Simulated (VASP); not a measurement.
Here is a VASP 6.6.1 calculation.

File INCAR:

```
SYSTEM = Ir
PREC = Accurate ; ENCUT = 520
EDIFF = 1E-6 ; ISMEAR = -1
SIGMA = 0.05 ; LREAL = .FALSE.
LASPH = .TRUE. ; NELM = 150
ALGO = Normal ; ISIF = 2
LWAVE = .FALSE. ; LCHARG = .FALSE.
LMAXMIX = 4 ; LDAU = .TRUE.
LDAUTYPE = 2 ; LDAUL = 2
LDAUU = 5.3 ; LDAUJ = 0
LDAUPRINT = 1 ; GGA = RE
NBANDS = 10
```

The input KPOINTS:

```
Automatic mesh
0
G
  12 12 12
  0 0 0
```

File POSCAR:

```
Ir
1.0
    0.0000000000      1.9156000000      1.9156000000
    1.9156000000      0.0000000000      1.9156000000
    1.9156000000      1.9156000000      0.0000000000
Ir
1
Direct
    0.0000000000      0.0000000000      0.0000000000
```

Potentials or basis: VASP PAW PBE potentials, release 64 (Ir).

Run with:

```sh
$ cat potpaw_PBE.64/Ir/POTCAR > POTCAR
$ mpirun -np 1 vasp_std > vasp.out
```

Task: Predict the band gap on the k mesh.

Result: Zero (an odd number of electrons rules out a gap without spin polarisation).

Task: Predict the pressure.

Result: -6.5 GPa.

Eigenvalues of the final occupation matrices:
| site | spin | trace | eigenvalues |
| --- | --- | --- | --- |
| site 1 d | 1 | 3.78 | 0.67 0.67 0.67 0.88 0.88 |
| site 1 d | 2 | 3.78 | 0.67 0.67 0.67 0.88 0.88 |

Caveat: the cell stands under tension; the PAW data sets were made with another functional, which shifts forces and pressure a little; spin-orbit coupling is left out, which moves the levels of the heavy elements; U without spin polarisation on a metal has little footing; the U is typed as a test and isn't derived for this compound.
